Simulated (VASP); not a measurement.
# Au (Fm-3m) in VASP: a series of runs

The runs below take Au through single point, relaxation of cell and atoms, with PBE+D3(BJ).

All numbers are computed with VASP 6.6.1; they aren't measurements. Logs are shortened: lines on timing, memory, paths and dates and some standing lists are left out, and cuts for length are marked.

### Step 1. The cell of the first run

Symmetry: Fm-3m, No. 225, cubic system. The conventional cell has a = 4.103 Å, b = 4.103 Å, c = 4.103 Å, α = 90.00°, β = 90.00°, γ = 90.00°. Au (site symmetry m-3m) has 12 Au at 2.90 Å within 3.8 Å.

### Step 2. Single point, PBE+D3(BJ)

The input, INCAR:

```
SYSTEM = Au
PREC = Accurate
ENCUT = 520
EDIFF = 1E-7
ISMEAR = 0
SIGMA = 0.1
LREAL = .FALSE.
LASPH = .TRUE.
NELM = 80
ALGO = Fast
ISIF = 2
LWAVE = .FALSE.
LCHARG = .FALSE.
GGA = PE
IVDW = 12
NBANDS = 12
```

The input, KPOINTS:

```
regular mesh
0
G
  18 18 18
  0 0 0
```

The input, POSCAR:

```
Au
1.0
    0.0000000000      2.0515964881      2.0515964881
    2.0515964881      0.0000000000      2.0515964881
    2.0515964881      2.0515964881      0.0000000000
Au
1
Direct
    0.0000000000      0.0000000000      0.0000000000
```

Potentials or basis: VASP PAW PBE potentials, release 64 (Au).

Started as:

```sh
$ cat potpaw_PBE.64/Au/POTCAR > POTCAR
$ mpirun -np 1 vasp_std > vasp.out
```

OUTCAR:

```text
SYSTEM = Au
   PREC = Accurate
   ENCUT = 520
   EDIFF = 1E-7
   ISMEAR = 0
   LREAL = .FALSE.
   LASPH = .TRUE.
   NELM = 80
   ISIF = 2
   GGA = PE
   IVDW = 12
 IVDW          = 12

 ion  position               nearest neighbor table
   1  0.000  0.000  0.000-

  LATTYP: Found a face centered cubic cell.
 ALAT       =     4.1031929762

  Lattice vectors:

 A1 = (   0.0000000000,   2.0515964881,   2.0515964881)
 A2 = (   2.0515964881,   0.0000000000,   2.0515964881)
 A3 = (   2.0515964881,   2.0515964881,   0.0000000000)

Analysis of symmetry for initial positions (statically):
=====================================================================
 Subroutine PRICEL returns:
 Original cell was already a primitive cell.

 Routine SETGRP: Setting up the symmetry group for a
 face centered cubic supercell.

 Subroutine GETGRP returns: Found 48 space group operations
 (whereof 48 operations were pure point group operations)
 out of a pool of 48 trial point group operations.

The static configuration has the point symmetry O_h .

Analysis of symmetry for dynamics (positions and initial velocities):
=====================================================================
 Subroutine PRICEL returns:
 Original cell was already a primitive cell.

 Routine SETGRP: Setting up the symmetry group for a
 face centered cubic supercell.

 Subroutine GETGRP returns: Found 48 space group operations
 (whereof 48 operations were pure point group operations)
 out of a pool of 48 trial point group operations.

The dynamic configuration has the point symmetry O_h .

 Subroutine INISYM returns: Found 48 space group operations
 (whereof 48 operations are pure point group operations),
 and found     1 'primitive' translations

----------------------------------------------------------------------------------------

                                     Primitive cell

  volume of cell :      17.2705

  direct lattice vectors                    reciprocal lattice vectors
     0.000000000  2.051596488  2.051596488    -0.243712642  0.243712642  0.243712642
     2.051596488  0.000000000  2.051596488     0.243712642 -0.243712642  0.243712642
     2.051596488  2.051596488  0.000000000     0.243712642  0.243712642 -0.243712642

  length of vectors
     2.901395578  2.901395578  2.901395578     0.422122678  0.422122678  0.422122678

  position of ions in fractional coordinates (direct lattice)
     0.000000000  0.000000000  0.000000000

  ion indices of the primitive-cell ions
   primitive index   ion index
                 1           1

----------------------------------------------------------------------------------------

 KPOINTS: regular mesh

Automatic generation of k-mesh.
 Grid dimensions read from file:
 generate k-points for:   18   18   18

 Generating k-lattice:

  Cartesian coordinates                     Fractional coordinates (reciprocal lattice)
    -0.013539591  0.013539591  0.013539591     0.055555556  0.000000000  0.000000000
     0.013539591 -0.013539591  0.013539591     0.000000000  0.055555556  0.000000000
     0.013539591  0.013539591 -0.013539591     0.000000000  0.000000000  0.055555556

  Length of vectors
     0.023451260  0.023451260  0.023451260

  Shift w.r.t. Gamma in fractional coordinates (k-lattice)
     0.000000000  0.000000000  0.000000000

 Subroutine IBZKPT returns following result:
 ===========================================

 Found    195 irreducible k-points:

 Following reciprocal coordinates:
            Coordinates               Weight
  0.000000  0.000000  0.000000      1.000000
  0.055556  0.000000  0.000000      8.000000
  0.111111  0.000000  0.000000      8.000000
  0.166667  0.000000  0.000000      8.000000
  0.222222  0.000000  0.000000      8.000000
  0.277778  0.000000  0.000000      8.000000
[... 16 lines left out ...]
 -0.277778  0.055556  0.000000     24.000000
 -0.222222  0.055556  0.000000     24.000000
 [... further k-points ...]
   k-points           NKPTS =    195   k-points in BZ     NKDIM =    195   number of bands    NBANDS=     12
   number of dos      NEDOS =    301   number of ions     NIONS =      1
   total plane-waves  NPLWV =  13824
   dimension x,y,z NGX =    24 NGY =   24 NGZ =   24
   dimension x,y,z NGXF=    48 NGYF=   48 NGZF=   48
   ions per type =               1
   NGX,Y,Z   is equivalent  to a cutoff of  13.75, 13.75, 13.75 a.u.
   NGXF,Y,Z  is equivalent  to a cutoff of  27.50, 27.50, 27.50 a.u.
 SYSTEM =  Au
   PREC   = accura    normal or accurate (medium, high low for compatibility)
   ISTART =      0    job   : 0-new  1-cont  2-samecut
   ICHARG =      2    charge: 1-file 2-atom 10-const
   ISPIN  =      1    spin polarized calculation?
   LNONCOLLINEAR =      F non collinear calculations
   LSORBIT =      F    spin-orbit coupling
   LASPH  =      T    aspherical Exc in radial PAW
   ENCUT  =  520.0 eV  38.22 Ry    6.18 a.u.   5.39  5.39  5.39*2*pi/ulx,y,z
[... 66 lines left out ...]
      7      23.7933      0.00000
      8      27.7168      0.00000
      9      27.7168      0.00000
     10      27.7168      0.00000
     11      32.5777      0.00000
     12      37.0718      0.00000

 k-point     2 :       0.0556    0.0000    0.0000
  band No.  band energies     occupation
      1      -0.3551      2.00000
      2       4.5984      2.00000
      3       4.6698      2.00000
      4       4.6698      2.00000
      5       6.0959      2.00000
      6       6.0959      2.00000
      7      23.9178      0.00000
      8      27.0028      0.00000
      9      27.8416      0.00000
     10      27.8416      0.00000
     11      33.1787      0.00000
     12      35.7494      0.00000

 k-point     3 :       0.1111    0.0000    0.0000
  band No.  band energies     occupation
      1      -0.0435      2.00000
      2       4.5107      2.00000
      3       4.7655      2.00000
      4       4.7655      2.00000
      5       6.0620      2.00000
      6       6.0620      2.00000
      7      24.1912      0.00000
      8      25.5327      0.00000
      9      28.1934      0.00000
     10      28.1934      0.00000
     11      32.8859      0.00000
     12      35.1270      0.00000

 k-point     4 :       0.1667    0.0000    0.0000
  band No.  band energies     occupation
      1       0.4423      2.00000
      2       4.4202      2.00000
      3       4.8725      2.00000
      4       4.8725      2.00000
      5       6.0624      2.00000
      6       6.0624      2.00000
      7      23.3896      0.00000
      8      24.8751      0.00000
      9      28.6863      0.00000
     10      28.6863      0.00000
     11      31.4961      0.00000
     12      33.6704      0.00000

 k-point     5 :       0.2222    0.0000    0.0000
  band No.  band energies     occupation
      1       1.0297      2.00000
      2       4.4234      2.00000
      3       4.9185      2.00000
      4       4.9185      2.00000
      5       6.1702      2.00000
      6       6.1702      2.00000
      7      21.4089      0.00000
      8      24.9453      0.00000
      9      29.0724      0.00000
     10      29.0724      0.00000
     11      30.8331      0.00000
     12      32.4746      0.00000
[... 228 lines left out ...]
      1       2.1332      2.00000
      2       4.6256      2.00000
      3       4.7082      2.00000
      4       6.3131      2.00000
      5       6.9576      2.00000
      6       7.7722      2.00000
      7      14.3369      0.00000
      8      23.5882      0.00000
      9      25.9035      0.00000
     10      27.1730      0.00000
     11      33.0854      0.00000
     12      33.7154      0.00000

 k-point    22 :      -0.3333    0.0556    0.0000
  band No.  band energies     occupation
      1       2.0580      2.00000
      2       4.7174      2.00000
      3       4.7936      2.00000
      4       5.4701      2.00000
      5       6.6381      2.00000
      6       7.2182      2.00000
      7      16.3831      0.00000
      8      23.9781      0.00000
      9      26.3921      0.00000
     10      28.2885      0.00000
     11      31.9547      0.00000
     12      33.0599      0.00000

 k-point    23 :      -0.2778    0.0556    0.0000
  band No.  band energies     occupation
      1       1.8044      2.00000
      2       4.6807      2.00000
      3       4.8899      2.00000
      4       4.8960      2.00000
      5       6.2986      2.00000
      6       6.8186      2.00000
      7      18.5662      0.00000
      8      24.4558      0.00000
      9      27.0624      0.00000
     10      29.6472      0.00000
     11      30.7468      0.00000
     12      32.2072      0.00000

 k-point    24 :      -0.2222    0.0556    0.0000
  band No.  band energies     occupation
      1       1.3150      2.00000
      2       4.3774      2.00000
      3       4.9322      2.00000
      4       4.9683      2.00000
      5       6.0222      2.00000
      6       6.4930      2.00000
      7      20.7539      0.00000
      8      24.8366      0.00000
      9      27.6676      0.00000
     10      29.9777      0.00000
     11      30.5174      0.00000
     12      31.9718      0.00000

 [... further k-points ...]

------------------------ aborting loop because EDIFF is reached ----------------------------------------

 Edisp (eV)   -0.65635

 E8    (eV) :    -0.2950

  FORCE on cell =-STRESS in cart. coord.  units (eV):
  Direction    XX          YY          ZZ          XY          YZ          ZX
  --------------------------------------------------------------------------------------
  -------------------------------------------------------------------------------------
  Total      -0.02372    -0.02372    -0.02372     0.00000     0.00000    -0.00000
  in kB      -2.20088    -2.20088    -2.20088     0.00000     0.00000    -0.00000
  external pressure =       -2.20 kB  Pullay stress =        0.00 kB

 VOLUME and BASIS-vectors are now :
 -----------------------------------------------------------------------------
  energy-cutoff  :      520.00
  volume of cell :       17.27
      direct lattice vectors                 reciprocal lattice vectors
     0.000000000  2.051596488  2.051596488    -0.243712642  0.243712642  0.243712642
     2.051596488  0.000000000  2.051596488     0.243712642 -0.243712642  0.243712642
     2.051596488  2.051596488  0.000000000     0.243712642  0.243712642 -0.243712642

 POSITION                                       TOTAL-FORCE (eV/Angst)
 -----------------------------------------------------------------------------------
      0.00000      0.00000      0.00000         0.000000      0.000000      0.000000
 -----------------------------------------------------------------------------------
    total drift:                               -0.000000      0.000000     -0.000000

  FREE ENERGIE OF THE ION-ELECTRON SYSTEM (eV)
  ---------------------------------------------------
  free  energy   TOTEN  =        -3.8661351010 eV

  energy  without entropy=       -3.8648054458  energy(sigma->0) =       -3.86547027
```

Run time: 14 s. Hardware: 1 thread of Intel Xeon 6975P-C (Granite Rapids), shared host; peak memory 0.17 GiB.

Results:

- Free energy: -3.8661 eV
- Pressure: -0.2 GPa
- Dispersion energy per atom: -0.656 eV

Levels at points of the mesh, in eV from the Fermi level:
| k point | band 4 | band 5 | band 6 | band 7 | band 8 | band 9 |
| --- | --- | --- | --- | --- | --- | --- |
| (0.00, 0.00, 0.00) | -4.59 | -3.11 | -3.11 | 14.57 | 18.49 | 18.49 |
| (0.50, 0.00, 0.00) | -1.94 | -1.94 | -0.87 | 3.03 | 14.02 | 17.06 |
| (0.50, 0.50, 0.00) | -1.63 | -1.63 | 1.09 | 5.69 | 10.00 | 10.00 |

Caveat: spin-orbit coupling is left out, which moves the levels of the heavy elements; pairwise dispersion overbinds metals, which lowers pressure and volume.

### Step 3. Relaxation of cell and atoms, PBE+D3(BJ)

This run uses another cell than the first one, of 17.12 Å³/atom, 0.991 times its volume.

The input, INCAR:

```
SYSTEM = Au
PREC = Accurate ; ENCUT = 600
EDIFF = 1E-6 ; ISMEAR = 0
SIGMA = 0.1 ; LREAL = .False.
LASPH = .True. ; NELM = 100
ALGO = Normal ; ISIF = 3
LWAVE = .False. ; LCHARG = .False.
GGA = PE ; IVDW = 12
IBRION = 2 ; NSW = 100
EDIFFG = -0.005
```

The input, KPOINTS:

```
Automatic mesh
0
Gamma
  18 18 18
  0 0 0
```

The input, POSCAR:

```
Au
1.0
    0.0000000000      2.0455000000      2.0455000000
    2.0455000000      0.0000000000      2.0455000000
    2.0455000000      2.0455000000      0.0000000000
Au
1
Direct
    0.0000000000      0.0000000000      0.0000000000
```

Potentials or basis: VASP PAW PBE potentials, release 64 (Au).

Started as:

```sh
$ cat potpaw_PBE.64/Au/POTCAR > POTCAR
$ mpirun -np 1 vasp_std > vasp.out
```

Wall time 18 s (1 thread of Intel Xeon 6975P-C (Granite Rapids), shared host); peak memory 0.18 GiB.

It converged, with:

* Free energy: -3.8661 eV
* Relaxed volume: 17.25 Å³/atom
* Relaxed cell: a = 2.900 Å, b = 2.900 Å, c = 2.900 Å, α = 60.00°, β = 60.00°, γ = 60.00°
* Space group after relaxing (to 0.05 Å): Fm-3m (No. 225)
* Energy gained by relaxing: 0.5 meV/atom
* Ionic steps: 3
* Pressure after relaxing: 0.0 GPa
* Dispersion energy per atom: -0.657 eV

Step by step:
```tsv
step	energy change (eV)	largest force (eV/Å)	pressure (GPa)	volume (Å³)
1	0.0000	0.0000	1.29	17.12
2	0.0008	0.0000	-1.93	17.46
3	-0.0005	0.0000	-0.02	17.25
```

Final structure:
```yaml
crystal:
  lattice:
    - [0.00000, 2.05069, 2.05069]
    - [2.05069, 0.00000, 2.05069]
    - [2.05069, 2.05069, 0.00000]
  atoms:
    - { symbol: Au, position: [0.00000, 0.00000, 0.00000] }
```

Levels at points of the mesh, in eV from the Fermi level:
```csv
k point,band 4,band 5,band 6,band 7,band 8,band 9
"(0.00, 0.00, 0.00)",-4.60,-3.12,-3.12,14.56,18.50,18.50
"(0.50, 0.00, 0.00)",-1.94,-1.94,-0.87,3.03,14.01,17.07
"(0.50, 0.50, 0.00)",-1.63,-1.63,1.08,5.70,10.00,10.00
```

Caveat: spin-orbit coupling is left out, which moves the levels of the heavy elements; pairwise dispersion overbinds metals, which lowers pressure and volume.

### Step 4. Relaxation of cell and atoms, PBE+D3(BJ)

This run uses another cell than the first one, of 17.12 Å³/atom, 0.991 times its volume.

INCAR is that of step 3.

KPOINTS is that of step 3.

POSCAR is that of step 3.

Started as:

```sh
$ cat potpaw_PBE.64/Au/POTCAR > POTCAR
$ mpirun -np 1 vasp_std > vasp.out
```

It took 17 s on 1 thread of Intel Xeon 6975P-C (Granite Rapids), shared host; peak memory 0.18 GiB.

It converged, with:

- Free energy: -3.8661 eV
- Relaxed volume: 17.25 Å³/atom
- Relaxed cell: a = 2.900 Å, b = 2.900 Å, c = 2.900 Å, α = 60.00°, β = 60.00°, γ = 60.00°
- Space group after relaxing (to 0.05 Å): Fm-3m (No. 225)
- Energy gained by relaxing: 0.5 meV/atom
- Ionic steps: 3
- Pressure after relaxing: 0.0 GPa
- Dispersion energy per atom: -0.657 eV

Step by step:
| step | energy change (eV) | largest force (eV/Å) | pressure (GPa) | volume (Å³) |
| --- | --- | --- | --- | --- |
| 1 | 0.0000 | 0.0000 | 1.29 | 17.12 |
| 2 | 0.0008 | 0.0000 | -1.93 | 17.46 |
| 3 | -0.0005 | 0.0000 | -0.02 | 17.25 |

Final structure:
```xyz
1
Lattice="0.0000 2.0507 2.0507 2.0507 0.0000 2.0507 2.0507 2.0507 0.0000" Properties=species:S:1:pos:R:3 pbc="T T T"
Au    0.0000    0.0000    0.0000
```

Levels at points of the mesh, in eV from the Fermi level:
```
           k point  band 4  band 5  band 6  band 7  band 8  band 9
(0.00, 0.00, 0.00)   -4.60   -3.12   -3.12   14.56   18.50   18.50
(0.50, 0.00, 0.00)   -1.94   -1.94   -0.87    3.03   14.01   17.07
(0.50, 0.50, 0.00)   -1.63   -1.63    1.08    5.70   10.00   10.00
```

Caveat: spin-orbit coupling is left out, which moves the levels of the heavy elements; pairwise dispersion overbinds metals, which lowers pressure and volume.

### Step 5. Single point, PBE+D3(BJ)

This run uses another cell than the first one, of 17.12 Å³/atom, 0.991 times its volume.

The input, INCAR:

```
PREC     = Accurate       # precision mode
ENCUT    = 500            # plane-wave cutoff, eV
EDIFF    = 1E-6           # SCF threshold, eV
ISMEAR   = 0              # smearing method
SIGMA    = 0.1            # smearing width, eV
LREAL    = False          # projectors in reciprocal space
LASPH    = True           # aspherical terms in the spheres
NELM     = 120            # most SCF steps
ALGO     = Normal         # electronic algorithm
ISIF     = 2              # what is computed and relaxed
LWAVE    = False          # write WAVECAR
LCHARG   = False          # write CHGCAR
GGA      = PE             # functional
IVDW     = 12             # dispersion correction
NBANDS   = 12             # bands
GGA_COMPAT= False
```

The input, KPOINTS:

```
regular mesh
0
Gamma
  8 8 8
```

POSCAR is that of step 4.

Started as:

```sh
$ cat potpaw_PBE.64/Au/POTCAR > POTCAR
$ mpirun -np 1 vasp_std > vasp.out
```

Wall time 4.8 s (1 thread of Intel Xeon 6975P-C (Granite Rapids), shared host); peak memory 0.15 GiB.

Results (log left out):

```yaml
Free_energy: -3.8270 eV
Pressure: 2.1 GPa
Dispersion_energy_per_atom: -0.662 eV
```

Levels at points of the mesh, in eV from the Fermi level:
```
           k point  band 4  band 5  band 6  band 7  band 8  band 9
(0.00, 0.00, 0.00)   -4.60   -3.10   -3.10   14.59   18.56   18.56
(0.50, 0.00, 0.00)   -1.91   -1.91   -0.88    3.11   14.04   17.16
(0.50, 0.50, 0.00)   -1.59   -1.59    1.09    5.80   10.06   10.06
```

Caveat: spin-orbit coupling is left out, which moves the levels of the heavy elements; pairwise dispersion overbinds metals, which lowers pressure and volume.

### Step 6. The runs side by side

| task | cell | k mesh | cutoff (eV) | gap on the mesh (eV) | pressure (GPa) |
| --- | --- | --- | --- | --- | --- |
| single point | a = 2.901 Å, angles 60.0°, 1 atom | 18 × 18 × 18 | 520 | none | -0.2 |
| relaxation of cell and atoms | relaxed from a = 2.893 Å, angles 60.0°, 1 atom | 18 × 18 × 18 | 600 | none | 0.0 |
| single point | a = 2.893 Å, angles 60.0°, 1 atom | 8 × 8 × 8 | 500 | none | 2.1 |

Alike in all rows: level PBE+D3(BJ); potentials or basis VASP PAW PBE potentials, release 64 (Au); no spin polarisation; smearing gaussian 0.1 eV.

Caveats: spin-orbit coupling is left out, which moves the levels of the heavy elements; pairwise dispersion overbinds metals, which lowers pressure and volume.

Absolute energies hang on the potentials; compare differences alone.
